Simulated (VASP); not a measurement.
# Cs (Cc) in VASP: single point with PBE

Aim: the single point of Cs with PBE.

Program: VASP 6.6.1. These are calculated values, not measurements. Logs are shortened: lines on timing, memory, paths and dates and some standing lists are left out, and cuts for length are marked.

### Step 1. The cell of the first run

The structure is monoclinic, space group Cc (No. 9). Conventional cell: a = 11.622 Å, b = 14.803 Å, c = 9.391 Å, α = 90.00°, β = 120.36°, γ = 90.00°.

The cell was generated, and may not be a known phase.

### Step 2. Single point, PBE

Contents of INCAR:

```
SYSTEM = Cs
PREC = Accurate
ENCUT = 520
EDIFF = 1E-6
ISMEAR = 0
SIGMA = 0.1
LREAL = .FALSE.
LASPH = .TRUE.
NELM = 100
ALGO = Normal
ISIF = 2
LWAVE = .FALSE.
LCHARG = .TRUE.
GGA = PE
LELF = .TRUE.
LVHAR = .TRUE.
NBANDS = 36
```

Contents of KPOINTS:

```
Automatic mesh
0
G
  2 2 2
  0 0 0
```

Contents of POSCAR:

```
Cs
1.0
    5.7934900688     -7.4016860029     -0.4535920056
    5.7934900688      7.4016860029     -0.4535920056
   -4.0989632687      0.0000000000      8.4489458198
Cs
6
Direct
    1.0004200279      0.5093379772      0.5212017634
    0.5093379772      1.0004200279      0.0212017634
   -0.0381990952      0.1069837374      0.8023925243
    0.1069837374     -0.0381990952      0.3023925243
    0.6145795320      0.4544178207      0.8169157123
    0.4544178207      0.6145795320      0.3169157123
```

Potentials or basis: VASP PAW PBE potentials, release 64 (Cs_sv).

The run is started by

```
$ cat potpaw_PBE.64/Cs_sv/POTCAR > POTCAR
$ mpirun -np 1 vasp_std > vasp.out
```

OUTCAR:

```text
SYSTEM = Cs
   PREC = Accurate
   ENCUT = 520
   EDIFF = 1E-6
   ISMEAR = 0
   LREAL = .FALSE.
   LASPH = .TRUE.
   NELM = 100
   ISIF = 2
   GGA = PE

 ion  position               nearest neighbor table
   1  0.000  0.509  0.521-
   2  0.509  0.000  0.021-
   3  0.962  0.107  0.802-
   4  0.107  0.962  0.302-
   5  0.615  0.454  0.817-
   6  0.454  0.615  0.317-

  LATTYP: Found a base centered monoclinic cell.
 ALAT       =    11.6224391390
 B/A-ratio  =     1.2736889244
 C/A-ratio  =     0.8079844408
 COS(beta)  =    -0.5053841490

  Lattice vectors:

 A1 = (   5.7934900688,  -7.4016860029,  -0.4535920056)
 A2 = (   5.7934900688,   7.4016860029,  -0.4535920056)
 A3 = (  -4.0989632687,   0.0000000000,   8.4489458198)

Analysis of symmetry for initial positions (statically):
=====================================================================
 Subroutine PRICEL returns:
 Original cell was already a primitive cell.

 Routine SETGRP: Setting up the symmetry group for a
 base centered monoclinic supercell.

 Subroutine GETGRP returns: Found  2 space group operations
 (whereof  1 operations were pure point group operations)
 out of a pool of  4 trial point group operations.

The static configuration has the point symmetry C_1 .
 The point group associated with its full space group is C_1h.

Analysis of symmetry for dynamics (positions and initial velocities):
=====================================================================
 Subroutine PRICEL returns:
 Original cell was already a primitive cell.

 Routine SETGRP: Setting up the symmetry group for a
 base centered monoclinic supercell.

 Subroutine GETGRP returns: Found  2 space group operations
 (whereof  1 operations were pure point group operations)
 out of a pool of  4 trial point group operations.

The dynamic configuration has the point symmetry C_1 .
 The point group associated with its full space group is C_1h.

 Subroutine INISYM returns: Found  2 space group operations
 (whereof  1 operations are pure point group operations),
 and found     1 'primitive' translations

----------------------------------------------------------------------------------------

                                     Primitive cell

  volume of cell :     697.0853

  direct lattice vectors                    reciprocal lattice vectors
     5.793490069 -7.401686003 -0.453592006     0.089711327 -0.067552177  0.043522996
     5.793490069  7.401686003 -0.453592006     0.089711327  0.067552177  0.043522996
    -4.098963269  0.000000000  8.448945820     0.009632525  0.000000000  0.123031132

  length of vectors
     9.410378769  9.410378769  9.390749988     0.120439487  0.120439487  0.123407637

  position of ions in fractional coordinates (direct lattice)
     0.000420028  0.509337977  0.521201763
     0.509337977  0.000420028  0.021201763
     0.961800905  0.106983737  0.802392524
     0.106983737  0.961800905  0.302392524
     0.614579532  0.454417821  0.816915712
     0.454417821  0.614579532  0.316915712

  ion indices of the primitive-cell ions
   primitive index   ion index
                 1           1
                 2           2
                 3           3
                 4           4
                 5           5
                 6           6

----------------------------------------------------------------------------------------

 KPOINTS: Automatic mesh

Automatic generation of k-mesh.
 Grid dimensions read from file:
 generate k-points for:    2    2    2

 Generating k-lattice:

  Cartesian coordinates                     Fractional coordinates (reciprocal lattice)
     0.044855664 -0.033776088  0.021761498     0.500000000  0.000000000 -0.000000000
     0.044855664  0.033776088  0.021761498     0.000000000  0.500000000 -0.000000000
     0.004816262  0.000000000  0.061515566    -0.000000000 -0.000000000  0.500000000

  Length of vectors
     0.060219743  0.060219743  0.061703819

  Shift w.r.t. Gamma in fractional coordinates (k-lattice)
     0.000000000  0.000000000  0.000000000

 Subroutine IBZKPT returns following result:
 ===========================================

 Found      6 irreducible k-points:

 Following reciprocal coordinates:
            Coordinates               Weight
  0.000000  0.000000  0.000000      1.000000
  0.500000  0.000000  0.000000      2.000000
  0.500000  0.500000  0.000000      1.000000
  0.000000  0.000000  0.500000      1.000000
  0.500000 -0.000000  0.500000      2.000000
  0.500000  0.500000  0.500000      1.000000
   k-points           NKPTS =      6   k-points in BZ     NKDIM =      6   number of bands    NBANDS=     36
   number of dos      NEDOS =    301   number of ions     NIONS =      6
   total plane-waves  NPLWV = 343000
   dimension x,y,z NGX =    70 NGY =   70 NGZ =   70
   dimension x,y,z NGXF=   140 NGYF=  140 NGZF=  140
   ions per type =               6
   NGX,Y,Z   is equivalent  to a cutoff of  12.37, 12.37, 12.39 a.u.
   NGXF,Y,Z  is equivalent  to a cutoff of  24.73, 24.73, 24.78 a.u.
 SYSTEM =  Cs
   PREC   = accura    normal or accurate (medium, high low for compatibility)
   ISTART =      0    job   : 0-new  1-cont  2-samecut
   ICHARG =      2    charge: 1-file 2-atom 10-const
   ISPIN  =      1    spin polarized calculation?
   LNONCOLLINEAR =      F non collinear calculations
   LSORBIT =      F    spin-orbit coupling
   LASPH  =      T    aspherical Exc in radial PAW
   ENCUT  =  520.0 eV  38.22 Ry    6.18 a.u.  17.50 17.50 17.46*2*pi/ulx,y,z
   NELM   =    100;   NELMIN=  2; NELMDL= -5     # of ELM steps
   EDIFF  = 0.1E-05   stopping-criterion for ELM
   LREAL  =      F    real-space projection
   EDIFFG = 0.1E-04   stopping-criterion for IOM
   NSW    =      0    number of steps for IOM
   IBRION =     -1    ionic relax: 0-MD 1-quasi-New 2-CG
   NFREE  =      0    steps in history (QN), initial steepest desc. (CG)
   ISIF   =      2    stress and relaxation
   ISYM   =      2    0-nonsym 1-usesym 2-fastsym
   POTIM  = 0.5000    time-step for ionic-motion
   TEBEG  =    0.0;   TEEND  =   0.0 temperature during run
   PSTRESS=    0.0 pullay stress
   NELECT =      54.0000    total number of electrons
   NUPDOWN=      -1.0000    fix difference up-down
   EMIN   =  10.00;   EMAX   =-10.00  energy-range for DOS
   EFERMI =   0.00;   METHOD = LEGACY
   ISMEAR =     0;   SIGMA  =   0.10  broadening in eV -4-tet -1-fermi 0-gaus
   EFERMI_NEDOS =   21; number of points for ismear=-14 and -15
   IALGO  =     38    algorithm
   IMIX   =      4    mixing-type and parameters
     AMIX     =   0.40;   BMIX     =  1.00
     AMIX_MAG =   1.60;   BMIX_MAG =  1.00
  volume/ion in A,a.u.               =     116.18       784.03
  Fermi-wavevector in a.u.,A,eV,Ry     =   0.697875  1.318792  6.626433  0.487029
  Thomas-Fermi vector in A             =   1.781323
   LORBIT       =      0    0 simple, 1 ext, 2 COOP (PROOUT), +10 PAW based schemes
   GGA     = PE    functional components
   LHFCALC =     F    Hartree Fock is set to
   AEXX    =    0.0000 exact exchange contribution
   IVDW    =     0    specifies the selected vdW correction
   LEPSILON=     F    determine dielectric tensor
   LRPA    =     F    only Hartree local field effects (RPA)
 non-spin polarized calculation
 Gauss-broadening in eV      SIGMA  =   0.10
  energy-cutoff  :      520.00
  volume of cell :      697.09
 maximum number of plane-waves:     18811
 NGX is ok and might be reduce to    70
   NGX = 35   NGY = 35   NGZ = 35

 number of electron      53.9999998 magnetization

 Free energy of the ion-electron system (eV)
  ---------------------------------------------------
  ext. energy  EPLUGINS =         0.00000000
  ---------------------------------------------------
  free energy    TOTEN  =        -5.04142393 eV

  energy without entropy =       -5.01905726  energy(sigma->0) =       -5.03024060

 E-fermi :   0.5144     XC(G=0):  -5.3711

 val. band max:        0.5076319974   @ k =   0.5000  -0.0000   0.5000
 cond. band min:       0.6112089829   @ k =   0.5000   0.5000   0.0000
 fundamental gap:      0.1035769856
 Fermi energy:         0.5143529984

 k-point     1 :       0.0000    0.0000    0.0000
  band No.  band energies     occupation
      1     -23.4432      2.00000
      2     -23.4363      2.00000
      3     -23.4357      2.00000
      4     -23.4349      2.00000
      5     -23.4294      2.00000
      6     -23.4277      2.00000
[... 28 lines left out ...]
     35       1.3949      0.00000
     36       1.4429      0.00000

 k-point     2 :       0.5000    0.0000    0.0000
  band No.  band energies     occupation
      1     -23.4406      2.00000
      2     -23.4391      2.00000
      3     -23.4353      2.00000
      4     -23.4346      2.00000
      5     -23.4288      2.00000
      6     -23.4287      2.00000
[... 28 lines left out ...]
     35       1.8029      0.00000
     36       1.8551      0.00000

 k-point     3 :       0.5000    0.5000    0.0000
  band No.  band energies     occupation
      1     -23.4401      2.00000
      2     -23.4382      2.00000
      3     -23.4380      2.00000
      4     -23.4328      2.00000
      5     -23.4304      2.00000
      6     -23.4277      2.00000
[... 28 lines left out ...]
     35       1.8423      0.00000
     36       1.9263      0.00000

 k-point     4 :       0.0000    0.0000    0.5000
  band No.  band energies     occupation
      1     -23.4393      2.00000
      2     -23.4393      2.00000
      3     -23.4358      2.00000
      4     -23.4358      2.00000
      5     -23.4285      2.00000
      6     -23.4285      2.00000
[... 28 lines left out ...]
     35       1.8292      0.00000
     36       1.8306      0.00000

 k-point     5 :       0.5000   -0.0000    0.5000
  band No.  band energies     occupation
      1     -23.4399      2.00000
      2     -23.4382      2.00000
      3     -23.4370      2.00000
      4     -23.4345      2.00000
      5     -23.4304      2.00000
      6     -23.4271      2.00000
[... 28 lines left out ...]
     35       1.8725      0.00000
     36       1.9354      0.00000

 k-point     6 :       0.5000    0.5000    0.5000
  band No.  band energies     occupation
      1     -23.4385      2.00000
      2     -23.4385      2.00000
      3     -23.4360      2.00000
      4     -23.4360      2.00000
      5     -23.4291      2.00000
      6     -23.4291      2.00000
[... 28 lines left out ...]
     35       1.8154      0.00000
     36       1.8234      0.00000

------------------------ aborting loop because EDIFF is reached ----------------------------------------

  FORCE on cell =-STRESS in cart. coord.  units (eV):
  Direction    XX          YY          ZZ          XY          YZ          ZX
  --------------------------------------------------------------------------------------
  -------------------------------------------------------------------------------------
  Total        0.0316199      0.1166113     -0.1087623      0.0000000      0.0000000     -0.0800714
  in kB        0.0726750      0.2680189     -0.2499787      0.0000000      0.0000000     -0.1840358
  external PRESSURE =       0.0302384 kB  Pullay stress =       0.0000000 kB

 VOLUME and BASIS-vectors are now :
 -----------------------------------------------------------------------------
  energy-cutoff  :      520.00
  volume of cell :      697.09
      direct lattice vectors                 reciprocal lattice vectors
     5.793490069 -7.401686003 -0.453592006     0.089711327 -0.067552177  0.043522996
     5.793490069  7.401686003 -0.453592006     0.089711327  0.067552177  0.043522996
    -4.098963269  0.000000000  8.448945820     0.009632525  0.000000000  0.123031132

 POSITION                                       TOTAL-FORCE (eV/Angst)
 -----------------------------------------------------------------------------------
      0.81689      3.76685      4.17238         0.001111     -0.007538      0.002951
      2.86637     -3.76685     -0.05209         0.001111      0.007538      0.002951
      2.90302     -6.32709      6.29458         0.005968      0.009938      0.007906
      4.95250      6.32709      2.07011         0.005968     -0.009938      0.007906
      2.84472     -1.18547      6.41719        -0.007079      0.007426     -0.010858
      4.89420      1.18547      2.19272        -0.007079     -0.007426     -0.010858
 -----------------------------------------------------------------------------------
    total drift:                               -0.000181      0.000000      0.000101

  FREE ENERGIE OF THE ION-ELECTRON SYSTEM (eV)
  ---------------------------------------------------
  free  energy   TOTEN  =        -5.0414239311 eV

  energy  without entropy=       -5.0190572626  energy(sigma->0) =       -5.03024060
```

It took 1.7 min on 1 thread of Intel Xeon 6975P-C (Granite Rapids), shared host; peak memory 0.69 GiB.

What came out:

* Free energy: -5.0414 eV
* Pressure: 0.0 GPa
* Largest force: 0.015 eV/Å
* Band gap on the k mesh: zero (bands 27 and 28 overlap by 0.55 eV)

Forces in eV/Å, atoms in the order of the input:
```
Cs   0.001 -0.008  0.003
Cs   0.001  0.008  0.003
Cs   0.006  0.010  0.008
Cs   0.006 -0.010  0.008
Cs  -0.007  0.007 -0.011
Cs  -0.007 -0.007 -0.011
```

Caveat: the k points lie up to 0.39 Å⁻¹ apart, too coarse for converged energies and pressures of a metal; spin-orbit coupling is left out, which moves the levels of the heavy elements.

The gap in the log of VASP goes by the Fermi energy; the results here count the filled bands.